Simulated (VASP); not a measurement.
# Ga2Cl (Fm-3m) in VASP: a series of runs, part 2 of 3

VASP 6.6.1. Earlier steps stand in the parts before.

### 3 Single point, PBE

This run uses another cell than the first one, of 29.14 Å³/atom.

INCAR

```
SYSTEM = Ga2Cl
  ALGO = Normal
  EDIFF = 1E-6
  ENCUT = 520
  GGA = PE
  ISIF = 2
  ISMEAR = 0
  LASPH = .TRUE.
  LCHARG = .TRUE.
  LELF = .TRUE.
  LREAL = .FALSE.
  LVHAR = .TRUE.
  LWAVE = .FALSE.
  NBANDS = 24
  NELM = 60
  PREC = Accurate
  SIGMA = 0.1
```

KPOINTS

```
k-points
0
G
  6 6 6
  0 0 0
```

POSCAR

```
Ga2Cl
1.0
    0.0000000000      3.5226123726      3.5226123726
    3.5226123726      0.0000000000      3.5226123726
    3.5226123726      3.5226123726      0.0000000000
Ga Cl
2 1
Direct
    0.2500000000      0.2500000000      0.2500000000
    0.7500000000      0.7500000000      0.7500000000
    0.0000000000      0.0000000000      0.0000000000
```

Potentials or basis: VASP PAW PBE potentials, release 64 (Ga_d, Cl).

Started as:

```
> cat potpaw_PBE.64/Ga_d/POTCAR potpaw_PBE.64/Cl/POTCAR > POTCAR
> mpirun -np 1 vasp_std > vasp.out
```

OUTCAR:

```text
SYSTEM = Ga2Cl
   EDIFF = 1E-6
   ENCUT = 520
   GGA = PE
   ISIF = 2
   ISMEAR = 0
   LASPH = .TRUE.
   LREAL = .FALSE.
   NELM = 60
   PREC = Accurate

 ion  position               nearest neighbor table
   1  0.250  0.250  0.250-
   2  0.750  0.750  0.750-
   3  0.000  0.000  0.000-

  LATTYP: Found a face centered cubic cell.
 ALAT       =     7.0452247452

  Lattice vectors:

 A1 = (   0.0000000000,   3.5226123726,   3.5226123726)
 A2 = (   3.5226123726,   0.0000000000,   3.5226123726)
 A3 = (   3.5226123726,   3.5226123726,   0.0000000000)

Analysis of symmetry for initial positions (statically):
=====================================================================
 Subroutine PRICEL returns:
 Original cell was already a primitive cell.

 Routine SETGRP: Setting up the symmetry group for a
 face centered cubic supercell.

 Subroutine GETGRP returns: Found 48 space group operations
 (whereof 48 operations were pure point group operations)
 out of a pool of 48 trial point group operations.

The static configuration has the point symmetry O_h .

Analysis of symmetry for dynamics (positions and initial velocities):
=====================================================================
 Subroutine PRICEL returns:
 Original cell was already a primitive cell.

 Routine SETGRP: Setting up the symmetry group for a
 face centered cubic supercell.

 Subroutine GETGRP returns: Found 48 space group operations
 (whereof 48 operations were pure point group operations)
 out of a pool of 48 trial point group operations.

The dynamic configuration has the point symmetry O_h .

 Subroutine INISYM returns: Found 48 space group operations
 (whereof 48 operations are pure point group operations),
 and found     1 'primitive' translations

----------------------------------------------------------------------------------------

                                     Primitive cell

  volume of cell :      87.4228

  direct lattice vectors                    reciprocal lattice vectors
     0.000000000  3.522612373  3.522612373    -0.141940114  0.141940114  0.141940114
     3.522612373  0.000000000  3.522612373     0.141940114 -0.141940114  0.141940114
     3.522612373  3.522612373  0.000000000     0.141940114  0.141940114 -0.141940114

  length of vectors
     4.981726192  4.981726192  4.981726192     0.245847488  0.245847488  0.245847488

  position of ions in fractional coordinates (direct lattice)
     0.250000000  0.250000000  0.250000000
     0.750000000  0.750000000  0.750000000
     0.000000000  0.000000000  0.000000000

  ion indices of the primitive-cell ions
   primitive index   ion index
                 1           1
                 2           2
                 3           3

----------------------------------------------------------------------------------------

 KPOINTS: k-points

Automatic generation of k-mesh.
 Grid dimensions read from file:
 generate k-points for:    6    6    6

 Generating k-lattice:

  Cartesian coordinates                     Fractional coordinates (reciprocal lattice)
    -0.023656686  0.023656686  0.023656686     0.166666667  0.000000000  0.000000000
     0.023656686 -0.023656686  0.023656686     0.000000000  0.166666667  0.000000000
     0.023656686  0.023656686 -0.023656686     0.000000000  0.000000000  0.166666667

  Length of vectors
     0.040974581  0.040974581  0.040974581

  Shift w.r.t. Gamma in fractional coordinates (k-lattice)
     0.000000000  0.000000000  0.000000000

 Subroutine IBZKPT returns following result:
 ===========================================

 Found     16 irreducible k-points:

 Following reciprocal coordinates:
            Coordinates               Weight
  0.000000  0.000000  0.000000      1.000000
  0.166667  0.000000  0.000000      8.000000
  0.333333  0.000000  0.000000      8.000000
  0.500000  0.000000  0.000000      4.000000
  0.166667  0.166667  0.000000      6.000000
  0.333333  0.166667  0.000000     24.000000
[... 8 lines left out ...]
 -0.333333  0.333333  0.166667     24.000000
 -0.333333  0.500000  0.166667     12.000000
   k-points           NKPTS =     16   k-points in BZ     NKDIM =     16   number of bands    NBANDS=     24
   number of dos      NEDOS =    301   number of ions     NIONS =      3
   total plane-waves  NPLWV =  64000
   dimension x,y,z NGX =    40 NGY =   40 NGZ =   40
   dimension x,y,z NGXF=    80 NGYF=   80 NGZF=   80
   ions per type =               2   1
   NGX,Y,Z   is equivalent  to a cutoff of  13.35, 13.35, 13.35 a.u.
   NGXF,Y,Z  is equivalent  to a cutoff of  26.70, 26.70, 26.70 a.u.
 SYSTEM =  Ga2Cl
   PREC   = accura    normal or accurate (medium, high low for compatibility)
   ISTART =      0    job   : 0-new  1-cont  2-samecut
   ICHARG =      2    charge: 1-file 2-atom 10-const
   ISPIN  =      1    spin polarized calculation?
   LNONCOLLINEAR =      F non collinear calculations
   LSORBIT =      F    spin-orbit coupling
   LASPH  =      T    aspherical Exc in radial PAW
   ENCUT  =  520.0 eV  38.22 Ry    6.18 a.u.   9.26  9.26  9.26*2*pi/ulx,y,z
   NELM   =     60;   NELMIN=  2; NELMDL= -5     # of ELM steps
   EDIFF  = 0.1E-05   stopping-criterion for ELM
   LREAL  =      F    real-space projection
   EDIFFG = 0.1E-04   stopping-criterion for IOM
   NSW    =      0    number of steps for IOM
   IBRION =     -1    ionic relax: 0-MD 1-quasi-New 2-CG
   NFREE  =      0    steps in history (QN), initial steepest desc. (CG)
   ISIF   =      2    stress and relaxation
   ISYM   =      2    0-nonsym 1-usesym 2-fastsym
   POTIM  = 0.5000    time-step for ionic-motion
   TEBEG  =    0.0;   TEEND  =   0.0 temperature during run
   PSTRESS=    0.0 pullay stress
   NELECT =      33.0000    total number of electrons
   NUPDOWN=      -1.0000    fix difference up-down
   EMIN   =  10.00;   EMAX   =-10.00  energy-range for DOS
   EFERMI =   0.00;   METHOD = LEGACY
   ISMEAR =     0;   SIGMA  =   0.10  broadening in eV -4-tet -1-fermi 0-gaus
   EFERMI_NEDOS =   21; number of points for ismear=-14 and -15
   IALGO  =     38    algorithm
   IMIX   =      4    mixing-type and parameters
     AMIX     =   0.40;   BMIX     =  1.00
     AMIX_MAG =   1.60;   BMIX_MAG =  1.00
  volume/ion in A,a.u.               =      29.14       196.65
  Fermi-wavevector in a.u.,A,eV,Ry     =   1.183145  2.235820 19.045870  1.399832
  Thomas-Fermi vector in A             =   2.319385
   LORBIT       =      0    0 simple, 1 ext, 2 COOP (PROOUT), +10 PAW based schemes
   GGA     = PE    functional components
   LHFCALC =     F    Hartree Fock is set to
   AEXX    =    0.0000 exact exchange contribution
   IVDW    =     0    specifies the selected vdW correction
   LEPSILON=     F    determine dielectric tensor
   LRPA    =     F    only Hartree local field effects (RPA)
 non-spin polarized calculation
 Gauss-broadening in eV      SIGMA  =   0.10
  energy-cutoff  :      520.00
  volume of cell :       87.42
 maximum number of plane-waves:      2397
 NGX is ok and might be reduce to    40
   NGX = 19   NGY = 19   NGZ = 19

 number of electron      33.0000018 magnetization

 Free energy of the ion-electron system (eV)
  ---------------------------------------------------
  ext. energy  EPLUGINS =         0.00000000
  ---------------------------------------------------
  free energy    TOTEN  =        -7.55253240 eV

  energy without entropy =       -7.54455707  energy(sigma->0) =       -7.54854474

 E-fermi :   3.0386     XC(G=0):  -8.5509

 val. band max:        2.9159324666   @ k =   0.5000   0.3333   0.1667
 cond. band min:       3.1205572400   @ k =  -0.3333   0.3333   0.1667
 fundamental gap:      0.2046247734
 Fermi energy:         3.0386393017

 k-point     1 :       0.0000    0.0000    0.0000
  band No.  band energies     occupation
      1     -13.4358      2.00000
      2     -12.6745      2.00000
      3     -12.6745      2.00000
      4     -12.6514      2.00000
      5     -12.6514      2.00000
      6     -12.6514      2.00000
[... 16 lines left out ...]
     23       8.9433      0.00000
     24       8.9433      0.00000
[... 382 lines left out ...]
      2     -12.6618      2.00000
      3     -12.6494      2.00000
      4     -12.6368      2.00000
      5     -12.6270      2.00000
      6     -12.6252      2.00000
[... 16 lines left out ...]
     23       9.1008      0.00000
     24      10.9116      0.00000

------------------------ aborting loop because EDIFF is reached ----------------------------------------

  FORCE on cell =-STRESS in cart. coord.  units (eV):
  Direction    XX          YY          ZZ          XY          YZ          ZX
  --------------------------------------------------------------------------------------
  -------------------------------------------------------------------------------------
  Total        0.1235869      0.1235869      0.1235869     -0.0000000     -0.0000000     -0.0000000
  in kB        2.2649489      2.2649489      2.2649489     -0.0000000     -0.0000000     -0.0000000
  external PRESSURE =       2.2649489 kB  Pullay stress =       0.0000000 kB

 VOLUME and BASIS-vectors are now :
 -----------------------------------------------------------------------------
  energy-cutoff  :      520.00
  volume of cell :       87.42
      direct lattice vectors                 reciprocal lattice vectors
     0.000000000  3.522612373  3.522612373    -0.141940114  0.141940114  0.141940114
     3.522612373  0.000000000  3.522612373     0.141940114 -0.141940114  0.141940114
     3.522612373  3.522612373  0.000000000     0.141940114  0.141940114 -0.141940114

 POSITION                                       TOTAL-FORCE (eV/Angst)
 -----------------------------------------------------------------------------------
      1.76131      1.76131      1.76131        -0.000000     -0.000000     -0.000000
      5.28392      5.28392      5.28392         0.000000      0.000000      0.000000
      0.00000      0.00000      0.00000        -0.000000     -0.000000     -0.000000
 -----------------------------------------------------------------------------------
    total drift:                               -0.000000     -0.000000      0.000000

  FREE ENERGIE OF THE ION-ELECTRON SYSTEM (eV)
  ---------------------------------------------------
  free  energy   TOTEN  =        -7.5525324046 eV

  energy  without entropy=       -7.5445570693  energy(sigma->0) =       -7.54854474
```

stdout:

```text
POSCAR found type information on POSCAR GaCl
 POSCAR found :  2 types and       3 ions
 scaLAPACK will be used
 LDA part: xc-table for (Slater+PW92), standard interpolation
 POSCAR, INCAR and KPOINTS ok, starting setup
 FFT: planning ... GRIDC
 FFT: planning ... GRID_SOFT
 FFT: planning ... GRID
 WAVECAR not read
 entering main loop
```

It took 23 s on 1 thread of Intel Xeon 6975P-C (Granite Rapids), shared host; peak memory 0.24 GiB.

Results:

| Property | Result |
| --- | --- |
| Free energy | -7.5525 eV |
| Pressure | 0.2 GPa |
| Band gap on the k mesh | zero (an odd number of electrons rules out a gap without spin polarisation) |

Caveat: an odd number of electrons without spin polarisation forces a metal; a magnetic or distorted state may lie lower.

### 4 Relaxation of cell and atoms, PBE

INCAR

```
SYSTEM = Ga2Cl
  ALGO = Normal
  EDIFF = 1E-6
  EDIFFG = -0.04
  ENCUT = 600
  GGA = PE
  IBRION = 2
  ISIF = 3
  ISMEAR = 0
  LASPH = .TRUE.
  LCHARG = .FALSE.
  LREAL = .FALSE.
  LWAVE = .FALSE.
  NELM = 60
  NSW = 90
  PREC = Accurate
  SIGMA = 0.1
```

KPOINTS is that of step 3.

POSCAR

```
Ga2Cl
1.0
    0.0000000000      3.1030917648      3.1030917648
    3.1030917648      0.0000000000      3.1030917648
    3.1030917648      3.1030917648      0.0000000000
Ga Cl
2 1
Direct
    0.2500000000      0.2500000000      0.2500000000
    0.7500000000      0.7500000000      0.7500000000
    0.0000000000      0.0000000000      0.0000000000
```

Started as:

```
> cat potpaw_PBE.64/Ga_d/POTCAR potpaw_PBE.64/Cl/POTCAR > POTCAR
> mpirun -np 1 vasp_std > vasp.out
```

Wall time 52 s (1 thread of Intel Xeon 6975P-C (Granite Rapids), shared host); peak memory 0.22 GiB.

It converged, with:

| Item | Value |
| --- | --- |
| Free energy | -7.5465 eV |
| Relaxed volume | 29.55 Å³/atom |
| Relaxed cell | a = 5.005 Å, b = 5.005 Å, c = 5.005 Å, α = 60.00°, β = 60.00°, γ = 60.00° |
| Space group after relaxing (to 0.1 Å) | Fm-3m (No. 225) |
| Energy gained by relaxing | 375.7 meV/atom |
| Ionic steps | 5 |
| Pressure after relaxing | -0.1 GPa |
| Band gap on the k mesh | zero (an odd number of electrons rules out a gap without spin polarisation) |

Step by step:
| step | energy change (eV) | largest force (eV/Å) | pressure (GPa) | volume (Å³) |
| --- | --- | --- | --- | --- |
| 1 | 0.0000 | 0.0000 | 17.91 | 59.76 |
| 2 | -1.0874 | 0.0000 | 2.00 | 81.16 |
| 3 | -1.1216 | 0.0000 | 0.71 | 85.45 |
| 4 | -1.1036 | 0.0000 | -1.13 | 94.47 |
| 5 | -1.1271 | 0.0000 | -0.10 | 88.66 |

Final structure:
```xyz
3
Lattice="0.0000 3.5392 3.5392 3.5392 0.0000 3.5392 3.5392 3.5392 0.0000" Properties=species:S:1:pos:R:3 pbc="T T T"
Ga    1.7696    1.7696    1.7696
Ga    5.3088    5.3088    5.3088
Cl    0.0000    0.0000    0.0000
```

Levels at points of the mesh, in eV from the Fermi level:
```csv
k point,band 13,band 14,band 15,band 16,band 17,band 18,band 19,band 20
"(0.00, 0.00, 0.00)",-4.67,-4.67,-4.67,-3.32,0.12,0.12,0.12,4.03
"(0.50, 0.00, 0.00)",-5.64,-4.89,-4.89,-2.38,0.80,0.80,1.56,2.50
"(0.50, 0.50, 0.00)",-5.25,-5.25,-4.91,-2.25,-1.58,1.38,1.38,4.38
```

Caveat: the volume moved by over 15 % at a fixed basis, so the end points are rough; an odd number of electrons without spin polarisation forces a metal; a magnetic or distorted state may lie lower.

(Part 2 of 3 ends here.)
